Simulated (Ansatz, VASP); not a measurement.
## TiO2 in VASP and in Ansatz

File INCAR:

```
PREC = Accurate
ENCUT = 520
EDIFF = 1E-8
ISMEAR = 0
SIGMA = 0.01
LREAL = F
LASPH = T
NELM = 100
ALGO = Normal
ISIF = 2
LWAVE = F
LCHARG = F
GGA = PE
LEFG = T
NBANDS = 33
```

KPOINTS

```
regular mesh
0
Gamma
  10 10 10
```

File POSCAR:

```
TiO2
1.0
   -1.8994099378      1.8994099378      4.8502437652
    1.8994099378     -1.8994099378      4.8502437652
    1.8994099378      1.8994099378     -4.8502437652
Ti O
2 4
Direct
    0.0000000000      0.0000000000      0.0000000000
    0.7500000000      0.2500000000      0.5000000000
    0.2064546375      0.2064546375      0.0000000000
    0.9564546375      0.4564546375      0.5000000000
    0.5435453625      0.0435453625      0.5000000000
    0.7935453625      0.7935453625      0.0000000000
```

Input for Ansatz:

```yaml
crystal:
  lattice:
    - [-1.8994099378, 1.8994099378, 4.8502437652]
    - [1.8994099378, -1.8994099378, 4.8502437652]
    - [1.8994099378, 1.8994099378, -4.8502437652]
  atoms:
    - { symbol: Ti, position: [0.0, 0.0, 0.0] }
    - { symbol: Ti, position: [0.75, 0.25, 0.5] }
    - { symbol: O, position: [0.2064546375, 0.2064546375, 0.0] }
    - { symbol: O, position: [0.9564546375, 0.4564546375, 0.5] }
    - { symbol: O, position: [0.5435453625, 0.0435453625, 0.5] }
    - { symbol: O, position: [0.7935453625, 0.7935453625, 0.0] }
basis:
  ecutwfc: 420
kpoints:
  mp_grid: { grid: [10, 10, 10] }
hamiltonian:
  xc: pbe
scf:
  occupations: { method: fixed }
output:
  forces: true
  stress: true
  eigenvalues: true
  efg: {}
checkpoint:
  read: start.run
  write: ck
  compress: false
  write_wavefunctions: false
  write_every: 100000
```

Alike in both runs: task electric field gradients; functional PBE; k mesh 10 × 10 × 10; no spin polarisation.

|  | VASP | Ansatz |
| --- | --- | --- |
| version | VASP 6.6.1 | Ansatz 0.2.0 |
| potentials or method | VASP PAW PBE potentials, release 64 (Ti_sv, O), cutoff 520 eV | scalar-relativistic, plane waves, PAW |
| occupations | gaussian, width 0.01 eV | fixed |
| valence electrons in the cell | 48 | 48 |

VASP gave:

| Item | Value |
| --- | --- |
| gap on the k mesh at the Fermi level (eV) | 2.11 |
| least direct gap on the mesh (eV) | 2.41 |
| pressure (GPa) | 0.7 |
| rms of the force components (eV/Å) | 0.009 |
| size of Vzz on the site where it differs most (V/Å²) | 18.1 |

Task: Estimate Ansatz's values.

Result: gap on the k mesh at the Fermi level (eV): 2.14; least direct gap on the mesh (eV): 2.43; pressure (GPa): 0.0; rms of the force components (eV/Å): 0.000; size of Vzz on the site where it differs most (V/Å²): 19.7.

Atom by atom the forces differ by 0.009 eV/Å (rms over components).
